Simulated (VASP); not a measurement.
Crystal: BiMo.

```
Mo Bi
1.0
     4.60065    0.00000    0.00000
    -2.30032    3.98428    0.00000
     0.00000    0.00000    5.13979
Mo Bi
2 2
Direct
  0.00000 0.00000 0.00000
  0.00000 0.00000 0.50000
  0.33333 0.66667 0.25000
  0.66667 0.33333 0.75000
```

Base run:

- Program: VASP 6.6.1
- Functional: PBEsol
- Potentials or basis: VASP PAW PBE potentials, release 64 (Mo_sv, Bi_d)
- Cutoff: 520 eV
- k mesh: 10 × 10 × 6
- Occupations: gaussian, width 0.05 eV
- Spin: no spin polarisation

Its results: band gap on the k mesh zero (bands 29 and 30 overlap by 1.47 eV); pressure -4.4 GPa.

Question: The run is repeated on the same cell with these changes: functional from PBEsol to LDA; potentials or basis from VASP PAW PBE potentials, release 64 (Mo_sv, Bi_d) to VASP PAW LDA potentials, release 64 (Mo_sv, Bi_d). What comes out?

Answer: Band gap on the k mesh zero (bands 29 and 30 overlap by 1.47 eV); pressure -6.6 GPa.

Caveats: the cell stands under tension; spin-orbit coupling is left out, which moves the levels of the heavy elements; the PAW data sets were made with another functional, which shifts forces and pressure a little (at least some runs).
